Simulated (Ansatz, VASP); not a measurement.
## MgO: VASP beside Ansatz

File INCAR:

```
PREC = Accurate
ENCUT = 600
EDIFF = 1E-6
ISMEAR = -1
SIGMA = 0.05
LREAL = False
LASPH = True
NELM = 120
ALGO = Normal
ISIF = 2
LWAVE = False
LCHARG = False
NBANDS = 11
GGA_COMPAT = False
```

File KPOINTS:

```
Automatic mesh
0
Gamma
  15 15 15
```

File POSCAR:

```
MgO
1.0
    0.0000000000      1.9305502649      1.9305502649
    1.9305502649      0.0000000000      1.9305502649
    1.9305502649      1.9305502649      0.0000000000
Mg O
1 1
Direct
    0.0000000000      0.0000000000      0.0000000000
    0.5000000000      0.5000000000      0.5000000000
```

Input for Ansatz:

```yaml
crystal:
  lattice:
    - [0.0, 1.9305502649, 1.9305502649]
    - [1.9305502649, 0.0, 1.9305502649]
    - [1.9305502649, 1.9305502649, 0.0]
  atoms:
    - { symbol: Mg, position: [0.0, 0.0, 0.0] }
    - { symbol: O, position: [0.5, 0.5, 0.5] }
kpoints:
  mp_grid: { grid: [15, 15, 15] }
scf:
  occupations: { method: fermi_dirac, width: 0.05 }
hamiltonian:
  xc: lda
  pseudopotentials: { kind: all_electron, datasets: crystal }
output:
  forces: true
  stress: true
  eigenvalues: true
```

Change from the starting cell: volume scaled by 0.8, crystal datasets.

Alike in both runs: task single point; functional LDA; k mesh 15 × 15 × 15; occupations fermi-dirac, width 0.05 eV; no spin polarisation.

|  | VASP | Ansatz |
| --- | --- | --- |
| version | VASP 6.6.1 | Ansatz 0.2.0 |
| potentials or method | VASP PAW LDA potentials, release 64 (Mg, O), cutoff 600 eV | all-electron PAW with datasets made for the crystal, scalar-relativistic |

```tsv
	VASP	Ansatz	Ansatz less VASP
gap on the k mesh at the Fermi level (eV)	7.66	7.65	-0.014
pressure (GPa)	59.1	61.5	+2.36
```

LDA's correlation is that of Perdew and Zunger in VASP and of Perdew and Wang (1992) in Ansatz. Both programs put the cell under a high pressure, so it lies far from rest at this level. Ansatz ran all-electron here, and VASP with PAW potentials.
